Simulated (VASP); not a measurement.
A run of VASP 6.6.1:

File INCAR:

```
SYSTEM = HfSi2B2
PREC = Accurate
ENCUT = 520
EDIFF = 1E-6
ISMEAR = 0
SIGMA = 0.1
LREAL = .FALSE.
LASPH = .TRUE.
NELM = 80
ALGO = Normal
ISIF = 2
LWAVE = .FALSE.
LCHARG = .FALSE.
GGA = PE
NBANDS = 20
```

Contents of KPOINTS:

```
regular mesh
0
G
  16 16 16
  0 0 0
```

Contents of POSCAR:

```
HfSi2B2
1.0
   -1.7398416669      1.7398416669      4.6616898641
    1.7398416669     -1.7398416669      4.6616898641
    1.7398416669      1.7398416669     -4.6616898641
Hf Si B
1 2 2
Direct
    0.0000000000      0.0000000000      0.0000000000
    0.7500000000      0.2500000000      0.5000000000
    0.2500000000      0.7500000000      0.5000000000
    0.4110267913      0.4110267913      0.0000000000
    0.5889732087      0.5889732087      0.0000000000
```

Potentials or basis: VASP PAW PBE potentials, release 64 (Hf_pv, Si, B).

Launch:

```bash
$ cat potpaw_PBE.64/Hf_pv/POTCAR potpaw_PBE.64/Si/POTCAR potpaw_PBE.64/B/POTCAR > POTCAR
$ mpirun -np 1 vasp_std > vasp.out
```

Hardware: 1 thread of AMD EPYC 7R43 64-Core Processor (Zen 3), on a shared host.

Task: How long does it take, and how much memory?

Result: Run time: 13 min on 1 thread of AMD EPYC 7R43 64-Core Processor (Zen 3), on a shared host, peak memory 0.5 GiB. Counts: scf iterations 13, k points 349.
